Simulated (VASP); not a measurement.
## LiCoCl3: relaxation of cell and atoms with PBE

Crystal: LiCoCl3.

```xyz
5
Lattice="4.4220 0.0000 0.0000 0.0000 4.4220 0.0000 0.0000 0.0000 6.1057" Properties=species:S:1:pos:R:3 pbc="T T T"
Li    2.2110    2.2110    3.4299
Co    0.0000    0.0000    1.3009
Cl    2.2110    2.2110    5.6741
Cl    0.0000    2.2110    2.3076
Cl    2.2110    0.0000    2.3076
```

```
Program                : VASP 6.6.1
Task                   : relaxation of cell and atoms
Functional             : PBE
Potentials or basis    : VASP PAW PBE potentials, release 64 (Li_sv, Co, Cl)
Cutoff                 : 750 eV
k mesh                 : 8 × 8 × 6
Occupations            : gaussian, width 0.01 eV
Spin                   : collinear spin, ferromagnetic start
Starting moments       : [0.0, 2.75, 0.0, 0.0, 0.0] μB
Dipole correction      : no
Further INCAR settings : ALGO = Normal; EDIFF = 1e-07; IBRION = 2; EDIFFG = -0.01; NSW = 100; ISIF = 3
```

- Relaxed volume: 23.92 Å³/atom
- Relaxed cell: a = 4.419 Å, b = 4.419 Å, c = 6.124 Å, α = 90.00°, β = 90.00°, γ = 90.00°
- Space group after relaxing (to 0.1 Å): P4mm (No. 99)
- Energy gained by relaxing: 0.0 meV/atom
- Ionic steps: 7
- Pressure after relaxing: 0.0 GPa
- Largest force after relaxing: 0.008 eV/Å
- Band gap on the k mesh: 0.24 eV (least direct gap 0.32 eV)
- Net moment: 3.00 μB per cell
- Site moments: Li -0.00; Co +2.52; Cl +0.09, +0.12 (each value once) μB
- Valence electrons inside the program's atomic spheres: Li 2.06; Co 7.55; Cl 5.11, 5.14 (each value once)

Forces in eV/Å, atoms in the order of the input:
```
Li   0.000  0.000  0.008
Co   0.000  0.000 -0.003
Cl   0.000  0.000 -0.005
Cl   0.000  0.000 -0.001
Cl   0.000  0.000 -0.001
```

The path:
```tsv
step	energy change (eV)	largest force (eV/Å)	pressure (GPa)	volume (Å³)
1	0.0000	0.0209	-0.03	119.39
2	-0.0001	0.0108	0.01	119.31
3	-0.0001	0.0118	0.03	119.26
4	-0.0001	0.0128	0.05	119.24
5	-0.0002	0.0139	0.03	119.34
6	-0.0002	0.0166	-0.01	119.56
7	-0.0002	0.0083	-0.01	119.58
```

Final structure:
```
Li Co Cl
1.0
     4.41881    0.00000    0.00000
     0.00000    4.41881    0.00000
     0.00000    0.00000    6.12443
Li Co Cl
1 1 3
Direct
  0.50000 0.50000 0.56254
  0.00000 0.00000 0.21344
  0.50000 0.50000 0.92952
  0.00000 0.50000 0.37725
  0.50000 0.00000 0.37725
```

Levels at points of the mesh, in eV from the valence-band top:
Spin up:
```csv
k point,band 15,band 16,band 17,band 18,band 19,band 20,band 21
"(0.00, 0.00, 0.00)",-1.04,-0.77,-0.51,-0.51,2.45,5.09,7.07
"(0.50, 0.00, 0.00)",-1.40,-1.12,-0.80,-0.47,4.11,6.74,7.48
"(0.50, 0.50, 0.00)",-0.98,-0.98,-0.64,0.00,3.17,7.33,7.81
"(0.00, 0.00, 0.50)",-1.18,-1.05,-0.60,-0.60,2.95,4.89,7.00
"(0.50, 0.00, 0.50)",-1.53,-0.95,-0.64,-0.53,4.05,7.08,7.68
"(0.50, 0.50, 0.50)",-0.67,-0.67,-0.64,0.00,2.84,7.17,7.17
```
Spin down:
```
           k point  band 11  band 12  band 13  band 14  band 15  band 16  band 17  band 18  band 19  band 20
(0.00, 0.00, 0.00)    -0.94    -0.77    -0.46    -0.46    -0.44     0.96     0.96     1.18     2.97     5.36
(0.50, 0.00, 0.00)    -1.18    -0.78    -0.66    -0.45    -0.25     0.24     0.84     1.02     4.77     6.94
(0.50, 0.50, 0.00)    -1.05    -1.05    -0.97    -0.55    -0.31     0.32     0.32     1.84     3.81     7.46
(0.00, 0.00, 0.50)    -1.18    -0.77    -0.63    -0.58    -0.58     0.95     0.95     1.19     3.57     5.10
(0.50, 0.00, 0.50)    -1.05    -0.98    -0.61    -0.49    -0.16     0.27     0.84     1.05     4.71     7.19
(0.50, 0.50, 0.50)    -0.90    -0.71    -0.71    -0.55    -0.35     0.32     0.32     1.84     3.40     7.33
```

Wall time 11 min on 4 MPI ranks on Intel(R) Xeon(R) Platinum 8259CL CPU @ 2.50GHz (Skylake/Cascade Lake), on a shared host, peak memory 0.66 GiB a rank.

Caveat: a cell with one magnetic atom can't hold antiferromagnetic order, which such compounds often take. A k mesh can miss the band edges.
